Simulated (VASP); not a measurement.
Input of a VASP 6.6.1 run:

File INCAR:

```
SYSTEM = In
PREC = Accurate
ENCUT = 520
EDIFF = 1E-8
ISMEAR = -1
SIGMA = 0.05
LREAL = .FALSE.
LASPH = .TRUE.
NELM = 80
ALGO = Normal
ISIF = 2
LWAVE = .FALSE.
LCHARG = .FALSE.
GGA = PE
LEFG = .TRUE.
NBANDS = 26
```

KPOINTS

```
Automatic mesh
0
G
  14 14 14
  0 0 0
```

POSCAR

```
In
1.0
    1.6696368166      0.9639652655      8.2074632500
   -1.6696368166      0.9639652655      8.2074632500
    0.0000000000     -1.9279305310      8.2074632500
In
3
Direct
    0.0000000000      0.0000000000      0.0000000000
    0.7780122400      0.7780122400      0.7780122400
    0.2219877600      0.2219877600      0.2219877600
```

Potentials or basis: VASP PAW PBE potentials, release 64 (In_d).

Command:

```sh
$ cat potpaw_PBE.64/In_d/POTCAR > POTCAR
$ mpirun -np 1 vasp_std > vasp.out
```

What does it give for the pressure?

1.7 GPa.

What does it give for the largest force?

0.018 eV/Å.

What does it give for the band gap on the k mesh?

Zero (an odd number of electrons rules out a gap without spin polarisation).

Forces in eV/Å, atoms in the order of the input:
```
In   0.000  0.000  0.000
In   0.000  0.000 -0.018
In   0.000  0.000  0.018
```

Caveat: without QUAD_EFG the Cq values of the log hold for a quadrupole moment of 1 mb, not for the nuclei; spin-orbit coupling is left out, which moves the levels of the heavy elements.
